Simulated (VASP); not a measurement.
**SiC: single point with PBE**

SiC:

```
Si C
1.0
     3.31060    0.00000    0.00000
    -1.65530    2.86706    0.00000
     0.00000    0.00000   10.93950
Si C
4 4
Direct
  0.66667 0.33333 0.93784
  0.33333 0.66667 0.43784
  0.00000 0.00000 0.68790
  0.00000 0.00000 0.18790
  0.66667 0.33333 0.74981
  0.33333 0.66667 0.24981
  0.00000 0.00000 0.50045
  0.00000 0.00000 0.00045
```

| Item | Value |
| --- | --- |
| Program | VASP 6.6.1 |
| Task | single point |
| Functional | PBE |
| Potentials or basis | VASP PAW PBE potentials, release 64 (Si, C) |
| Cutoff | 520 eV |
| k mesh | 12 × 12 × 4 |
| Occupations | gaussian, width 0.05 eV |
| Spin | no spin polarisation |

```yaml
Pressure: -29.4 GPa
Largest_force: 0.066 eV/Å
Band_gap_on_the_k_mesh: 2.08 eV (least direct gap 3.14 eV)
```

Forces in eV/Å, atoms in the order of the input:
```
Si   0.000  0.000  0.066
Si   0.000  0.000  0.066
Si   0.000  0.000 -0.005
Si   0.000  0.000 -0.005
C    0.000  0.000 -0.040
C    0.000  0.000 -0.040
C    0.000  0.000 -0.021
C    0.000  0.000 -0.021
```

Stress tensor (GPa, compression positive):
```
-28.59   0.00   0.00
  0.00 -28.59   0.00
  0.00   0.00 -30.96
```

Levels at points of the mesh, in eV from the valence-band top:
```csv
k point,band 13,band 14,band 15,band 16,band 17,band 18,band 19,band 20
"(0.00, 0.00, 0.00)",-0.53,-0.07,0.00,0.00,3.36,3.67,3.89,4.38
"(0.50, 0.00, 0.00)",-2.05,-2.00,-1.42,-1.06,2.08,2.15,3.39,3.55
"(0.00, 0.00, 0.50)",-0.19,-0.19,-0.19,-0.19,3.55,3.55,4.47,4.47
"(0.50, 0.00, 0.50)",-2.18,-2.18,-1.40,-1.40,2.48,2.48,3.55,3.55
```

Wall time 2.1 min on 1 thread of Intel(R) Xeon(R) Platinum 8488C (Sapphire Rapids), with other jobs on the host, peak memory 0.3 GiB.

Caveat: the cell stands under tension. A k mesh can miss the band edges.
